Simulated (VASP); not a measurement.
Wanted: the native input for a VASP 6.6.1 run.

| Quantity | Value |
| --- | --- |
| Task | single point |
| Functional | LDA |
| Potentials or basis | VASP PAW LDA potentials, release 64 (B, N) |
| Cutoff | 520 eV |
| k mesh | 10 × 10 × 8 |
| Occupations | gaussian, width 0.01 eV |
| Spin | no spin polarisation |
| Dipole correction | no |
| Further INCAR settings | ALGO = Normal; EDIFF = 1e-06; NBANDS = 11 |

The structure of BN lies in POSCAR:

```
BN
1.0
    2.5080409200      0.0000000000      0.0000000000
   -1.2467107600      2.1762310400      0.0000000000
   -0.6306650800     -1.0881155200      3.0225400000
B N
1 1
Direct
    0.9796430000      0.9834990000      0.0018060000
    0.6685060000      0.3323850000      0.9849990000
```

These files were run (other wordings do the same):

INCAR

```
SYSTEM = BN
PREC     = Accurate       ! precision mode
ENCUT    = 520            ! plane-wave cutoff, eV
EDIFF    = 1E-6           ! SCF threshold, eV
ISMEAR   = 0              ! smearing method
SIGMA    = 0.01           ! smearing width, eV
LREAL    = .False.        ! projectors in reciprocal space
LASPH    = .True.         ! aspherical terms in the spheres
NELM     = 60             ! most SCF steps
ALGO     = Normal         ! electronic algorithm
ISIF     = 2              ! what is computed and relaxed
LWAVE    = .False.        ! write WAVECAR
LCHARG   = .False.        ! write CHGCAR
NBANDS   = 11             ! bands
```

KPOINTS

```
regular mesh
0
Gamma
  10 10 8
  0 0 0
```

Potentials or basis: VASP PAW LDA potentials, release 64 (B, N).

The run is started by

```sh
$ cat potpaw_LDA.64/B/POTCAR potpaw_LDA.64/N/POTCAR > POTCAR
$ mpirun -np 1 vasp_std > vasp.out
```

Results of the run:

| Quantity | Value |
| --- | --- |
| Pressure | -3.5 GPa |
| Largest force | 2.698 eV/Å |
| Band gap on the k mesh | 2.57 eV, indirect (least direct gap 4.45 eV) |

Caveat: forces of over 1 eV/Å act on the atoms, so gaps and moduli don't describe the material at rest.

Run time: 62 s on 1 thread of AMD EPYC 7R13 Processor (Zen 3) (shared host), peak memory 0.14 GiB.
